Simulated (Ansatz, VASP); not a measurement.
# FeO in VASP and in Ansatz

INCAR

```
SYSTEM = FeO
PREC     = Accurate       ! precision mode
ENCUT    = 600            ! plane-wave cutoff, eV
EDIFF    = 1E-6           ! SCF threshold, eV
ISMEAR   = 0              ! smearing method
SIGMA    = 0.1            ! smearing width, eV
LREAL    = .False.        ! projectors in reciprocal space
LASPH    = .True.         ! aspherical terms in the spheres
NELM     = 150            ! most SCF steps
ALGO     = Normal         ! electronic algorithm
ISIF     = 3              ! what is computed and relaxed
LWAVE    = .False.        ! write WAVECAR
LCHARG   = .False.        ! write CHGCAR
ISPIN    = 2              ! spin polarisation
MAGMOM   = 3.79 0.35      ! initial moments
LORBIT   = 11             ! projections on sites
LMAXMIX  = 4              ! l up to which the mixer works
GGA      = PE             ! functional
IBRION   = 2              ! ionic algorithm
NSW      = 100            ! ionic steps
EDIFFG   = -0.005         ! ionic threshold
```

KPOINTS

```
Automatic mesh
0
Gamma
  16 16 16
  0 0 0
```

Contents of POSCAR:

```
FeO
1.0
    0.0000000000      2.1554000000      2.1554000000
    2.1554000000      0.0000000000      2.1554000000
    2.1554000000      2.1554000000      0.0000000000
Fe O
1 1
Direct
    0.0000000000      0.0000000000      0.0000000000
    0.5000000000      0.5000000000      0.5000000000
```

Input for Ansatz:

```yaml
crystal:
  lattice:
    - [0.0, 2.1554, 2.1554]
    - [2.1554, 0.0, 2.1554]
    - [2.1554, 2.1554, 0.0]
  atoms:
    - { symbol: Fe, position: [0.0, 0.0, 0.0], spin: 3.79 }
    - { symbol: O, position: [0.5, 0.5, 0.5], spin: 0.35 }
basis:
  ecutwfc: 420
kpoints:
  mp_grid: { grid: [16, 16, 16] }
hamiltonian:
  xc: pbe
scf:
  occupations: { method: gaussian, width: 0.1 }
output:
  forces: true
  stress: true
  eigenvalues: true
  populations: true
  write_density: true
  write_potential: true
  elf: true
  volumetric_format: npy
magnetization:
  spin_polarized: true
relax:
  adjacent_minimum: "off"
  f_tol: 0.005
  max_steps: 80
  cell: { stress_tol: 0.05 }
```

Alike in both runs: task relaxation of cell and atoms; functional PBE; k mesh 16 × 16 × 16; occupations gaussian, width 0.1 eV; collinear spin.

```csv
,VASP,Ansatz
version,VASP 6.6.1,Ansatz 0.2.0
potentials or method,"VASP PAW PBE potentials, release 64 (Fe, O), cutoff 600 eV","scalar-relativistic, plane waves, PAW"
valence electrons in the cell,14,22
```

|  | VASP | Ansatz | Ansatz less VASP |
| --- | --- | --- | --- |
| gap on the k mesh at the Fermi level, each at its own relaxed structure (eV) | none | none | - |
| net moment per atom (μB) | 2.00 | 2.00 | 0.000 |
| size of the moment on the site where the two differ most (μB) | 3.62 | 3.45 | -0.169 |
| relaxed volume (Å³/atom) | 9.99 | 10.00 | +0.005 |
| relaxed length of the cell vector where the two differ most in proportion (Å) | 3.046 | 3.047 | +0.0006 |

Site moments also hang on the region over which each program counts them. A gap of «none» marks a metal or a gap that the smearing closes. VASP's potentials hold 14 valence electrons a cell and Ansatz's 22, so a difference there can come from the potentials and not from the codes.
